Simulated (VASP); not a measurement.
**Pt: single point with PBE**

Crystal: Pt.

```
Pt
1.0
     2.62061    0.00000    0.00000
    -1.31031    2.15007    0.00000
     0.00000    0.00000    4.78138
Pt
2
Cartesian
  1.3103 0.7167 3.5860
  0.0000 1.4334 1.1953
```

This cell differs from its parent crystal: normal strain along x -0.0500, normal strain along y -0.1000.

- Program: VASP 6.6.1
- Task: single point
- Functional: PBE
- Potentials or basis: VASP PAW PBE potentials, release 64 (Pt)
- Cutoff: 520 eV
- k mesh: 18 × 18 × 10
- Occupations: gaussian, width 0.15 eV
- Spin: no spin polarisation

```yaml
Pressure: 65.7 GPa
Largest_force: 0.028 eV/Å
Band_gap_on_the_k_mesh: zero (band 10 reaches 14.81 eV, above the bottom of band 11 at 12.50 eV)
```

Forces in eV/Å, atoms in the order of the input:
```
Pt   0.000  0.028  0.000
Pt   0.000 -0.028  0.000
```

Stress tensor (GPa, compression positive):
```
67.22  0.00  0.00
 0.00 97.80  0.00
 0.00  0.00 32.17
```

Levels at points of the mesh, in eV from the Fermi level:
```csv
k point,band 7,band 8,band 9,band 10,band 11,band 12,band 13,band 14
"(0.00, 0.00, 0.00)",-3.46,-1.99,-1.79,-1.53,-0.26,-0.02,4.74,14.33
"(0.50, 0.00, 0.00)",-3.09,-0.07,0.79,0.95,2.72,4.37,8.24,8.82
"(0.00, 0.50, 0.00)",-2.81,-0.41,1.16,1.32,2.99,4.95,9.13,9.30
"(0.00, 0.00, 0.50)",-3.73,-3.73,-0.90,-0.90,-0.63,-0.63,11.35,11.35
"(0.50, 0.00, 0.50)",-1.29,-1.29,0.88,0.88,1.60,1.60,8.05,8.05
"(0.00, 0.50, 0.50)",-1.09,-1.09,1.25,1.25,2.05,2.05,8.91,8.91
```

It took 2.9 min on 1 thread of Intel(R) Xeon(R) Platinum 8488C (Sapphire Rapids), with other jobs on the host, peak memory 0.31 GiB.

Caveat: the cell differs from its parent crystal (normal strain along x -0.0500, normal strain along y -0.1000); spin-orbit coupling is left out, which moves the levels of the heavy elements.
